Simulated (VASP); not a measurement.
Input of a VASP 6.6.1 run:

INCAR

```
SYSTEM = CaMg
  PREC = Accurate
  ENCUT = 520
  EDIFF = 1E-6
  ISMEAR = 0
  SIGMA = 0.15
  LREAL = .FALSE.
  LASPH = .TRUE.
  NELM = 60
  ALGO = Fast
  ISIF = 2
  LWAVE = .FALSE.
  LCHARG = .TRUE.
  LELF = .TRUE.
  LVHAR = .TRUE.
  NBANDS = 13
```

Contents of KPOINTS:

```
Automatic mesh
0
G
  12 12 12
  0 0 0
```

File POSCAR:

```
CaMg
1.0
    3.9547284438      0.0000000000      0.0000000000
    0.0000000000      3.9547284438      0.0000000000
    0.0000000000      0.0000000000      3.9547284438
Ca Mg
1 1
Direct
    0.0213764553      0.0000000000      0.0000000000
    0.4647510564      0.5000000000      0.5000000000
```

Potentials or basis: VASP PAW LDA potentials, release 64 (Ca_sv, Mg).

Command:

```bash
$ cat potpaw_LDA.64/Ca_sv/POTCAR potpaw_LDA.64/Mg/POTCAR > POTCAR
$ mpirun -np 1 vasp_std > vasp.out
```

**Question.** What does it give for the pressure?

**Answer.** -1.7 GPa.

**Question.** Predict the band gap on the k mesh.

**Answer.** Zero (bands 6 and 7 overlap by 1.25 eV).

Forces in eV/Å, atoms in the order of the input:
```
Ca  -0.457  0.000  0.000
Mg   0.457  0.000  0.000
```

Caveat: the cell differs from its parent crystal (atoms displaced along a vibrational mode, the cell strained).
